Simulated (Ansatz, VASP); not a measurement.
# Two plane-wave programs on AlN

```xyz
2
Lattice="0.0000 2.2012 2.2012 2.2012 0.0000 2.2012 2.2012 2.2012 0.0000" Properties=species:S:1:pos:R:3 pbc="T T T"
Al    0.0000    0.0000    0.0000
N     1.1006    1.1006    1.1006
```

Alike in both runs: functional PBE; k mesh 10 × 10 × 10; occupations gaussian, width 0.02 eV; no spin polarisation.

Ansatz relaxed the structure, and its values are those at the end. VASP's run is a single point on that final structure, the one shown.

|  | VASP | Ansatz |
| --- | --- | --- |
| version | VASP 6.6.1 | Ansatz 0.2.0 |
| potentials or method | VASP PAW PBE potentials, release 64 (Al, N), cutoff 600 eV | scalar-relativistic, plane waves, PAW |
| valence electrons in the cell | 8 | 8 |

VASP gave:

| Item | Value |
| --- | --- |
| gap on the k mesh at the Fermi level (eV) | 3.31 |
| least direct gap on the mesh (eV) | 3.99 |
| pressure (GPa) | -0.3 |

Task: What did Ansatz give for the same quantities?

Result: gap on the k mesh at the Fermi level (eV): 3.31; least direct gap on the mesh (eV): 3.98; pressure (GPa): 0.0.

The functional is the same, so the differences come from potentials, cutoffs and numerics.
